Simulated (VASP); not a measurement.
Input of a VASP 6.6.1 run:

Contents of INCAR:

```
SYSTEM = Si2Ni
ALGO = Normal
EDIFF = 1E-7
ENCUT = 520
GGA = PE
ISIF = 2
ISMEAR = 0
LASPH = .True.
LCHARG = .True.
LELF = .True.
LREAL = .False.
LVHAR = .True.
LWAVE = .False.
NBANDS = 16
NELM = 100
PREC = Accurate
SIGMA = 0.15
```

File KPOINTS:

```
k-points
0
Gamma
  16 16 16
  0 0 0
```

Contents of POSCAR:

```
Si2Ni
1.0
    0.0000000000      2.6825617118      2.7234129054
    2.6825617118      0.0000000000      2.7234129054
    2.6825617118      2.6825617118      0.0000000000
Si Ni
2 1
Direct
    0.2500000000      0.2500000000      0.2500000000
    0.7500000000      0.7500000000      0.7500000000
    0.0000000000      0.0000000000      0.0000000000
```

Potentials or basis: VASP PAW PBE potentials, release 64 (Si, Ni).

Run with:

```sh
$ cat potpaw_PBE.64/Si/POTCAR potpaw_PBE.64/Ni/POTCAR > POTCAR
$ mpirun -np 1 vasp_std > vasp.out
```

Problem. Estimate the band gap on the k mesh.

Solution. Zero (bands 9 and 10 overlap by 2.09 eV).

Problem. What does it give for the pressure?

Solution. 4.5 GPa.

Stress tensor (GPa, compression positive):
```
4.77 0.00 0.00
0.00 4.77 0.00
0.00 0.00 4.02
```

Caveat: the cell differs from its parent crystal (strain -0.015 along x and y, +0.000 along z); the cell stands under pressure. Spin polarisation is off, so any magnetic state and its effect on volume and gap are missing.
